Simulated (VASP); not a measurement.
**WC: single point with PBE**

The system is WC.

```
CELL_PARAMETERS angstrom
2.90926 0.00000 0.00000
-1.45463 2.51949 0.00000
0.00000 0.00000 2.83571
ATOMIC_POSITIONS crystal
W 0.00000 0.00000 0.00000
C 0.66667 0.33333 0.50000
```

* Program: VASP 6.6.1
* Task: single point
* Functional: PBE
* Potentials or basis: VASP PAW PBE potentials, release 64 (W_sv, C_h)
* Cutoff: 910 eV
* k mesh: 10 × 10 × 9
* Occupations: fermi-dirac, width 0.05 eV
* Spin: no spin polarisation

The pressure is 6.0 GPa and the band gap on the k mesh is zero (bands 9 and 10 overlap by 1.19 eV).

Stress tensor (GPa, compression positive):
```
5.92 0.00 0.00
0.00 5.92 0.00
0.00 0.00 6.18
```

Levels at points of the mesh, in eV from the Fermi level:
| k point | band 6 | band 7 | band 8 | band 9 | band 10 | band 11 | band 12 | band 13 |
| --- | --- | --- | --- | --- | --- | --- | --- | --- |
| (0.00, 0.00, 0.00) | -4.30 | -3.33 | -3.33 | 0.10 | 3.24 | 3.24 | 5.62 | 5.62 |
| (0.50, 0.00, 0.00) | -7.03 | -3.59 | -3.56 | -0.48 | 2.35 | 4.52 | 4.87 | 6.86 |

Wall time 22 s on 1 thread of Intel(R) Xeon(R) 6975P-C (Granite Rapids) (shared host), peak memory 0.2 GiB.

Caveat: the cell stands under pressure; spin-orbit coupling is left out, which moves the levels of the heavy elements.
